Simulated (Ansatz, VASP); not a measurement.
**One calculation of HfO2, two programs**

```xyz
12
Lattice="5.0117 0.0000 0.0000 0.0000 5.0951 0.0000 0.0000 0.0000 4.8248" Properties=species:S:1:pos:R:3 pbc="T T T"
Hf    1.1155    3.9833    1.3127
Hf    3.6214    3.6593    3.5121
Hf    3.8961    1.1117    1.3127
Hf    1.3903    1.4358    3.5121
O     0.9363    0.8338    0.5044
O     3.4421    1.7137    4.3204
O     4.0754    4.2613    0.5044
O     1.5696    3.3813    4.3204
O     0.0000    2.5475    2.3596
O     2.5058    0.0000    2.4652
O     0.0000    0.0000    2.7773
O     2.5058    2.5475    2.0475
```

Alike in both runs: task single point; functional PBE; k mesh 5 × 5 × 6; occupations fermi-dirac, width 0.05 eV; no spin polarisation.

```csv
,VASP,Ansatz
version,VASP 6.6.1,Ansatz 0.2.0
potentials or method,"VASP PAW PBE potentials, release 64 (Hf_pv, O)",Ansatz PAW
plane-wave cutoff (eV),520,420
valence electrons in the cell,88,152
```

```csv
,VASP,Ansatz,Ansatz less VASP
gap on the k mesh at the Fermi level (eV),3.94,3.96,+0.025
least direct gap on the mesh (eV),3.94,3.96,+0.025
pressure (GPa),18.9,22.6,+3.70
"traceless stress, the component that is largest in VASP (GPa)",-1.70,-1.86,-0.157
rms of the force components (eV/Å),0.175,0.211,+0.0356
```

Atom by atom the forces differ by 0.046 eV/Å (rms over components). VASP's potentials hold 88 valence electrons a cell and Ansatz's 152, so a difference there can come from the potentials and not from the codes.

Neither program's run includes spin-orbit coupling. Noted on Ansatz's run: odd divisions of the mesh miss points on the zone boundary, where band edges often lie, so the gap on the mesh can be too wide.
